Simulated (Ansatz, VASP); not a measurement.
**Si: VASP beside Ansatz**

```xyz
1
Lattice="-1.6269 1.6269 1.3203 1.6269 -1.6269 1.3203 1.6269 1.6269 -1.3203" Properties=species:S:1:pos:R:3 pbc="T T T"
Si    0.0000    0.0000    0.0000
```

Alike in both runs: task single point; functional PBE-based screened hybrid; k mesh 7 × 7 × 7; occupations fermi-dirac, width 0.05 eV; no spin polarisation.

|  | VASP | Ansatz |
| --- | --- | --- |
| version | VASP 6.6.1 | Ansatz 0.2.0 |
| potentials or method | VASP PAW PBE potentials, release 64 (Si), cutoff 520 eV | all-electron PAW datasets made for the crystal |

VASP gave:

```
gap on the k mesh at the Fermi level (eV)                     : none
pressure (GPa)                                                : 0.9
traceless stress, the component that is largest in VASP (GPa) : -1.67
```

Question: Estimate Ansatz's values.

Answer: gap on the k mesh at the Fermi level (eV): none; pressure (GPa): 1.4; traceless stress, the component that is largest in VASP (GPa): -1.69.

VASP's potentials were made for PBE, not for PBE-based screened hybrid. A gap of «none» marks a metal or a gap that the smearing closes. Ansatz ran all-electron here, and VASP with PAW potentials.

The k mesh is coarse, so the values compare programs but aren't converged. Noted on Ansatz's run: the k mesh is thin for a metal, which can move the energy by tens of meV per atom; the program warned that the printed levels may be off, so bands, gaps and densities of states are rough.
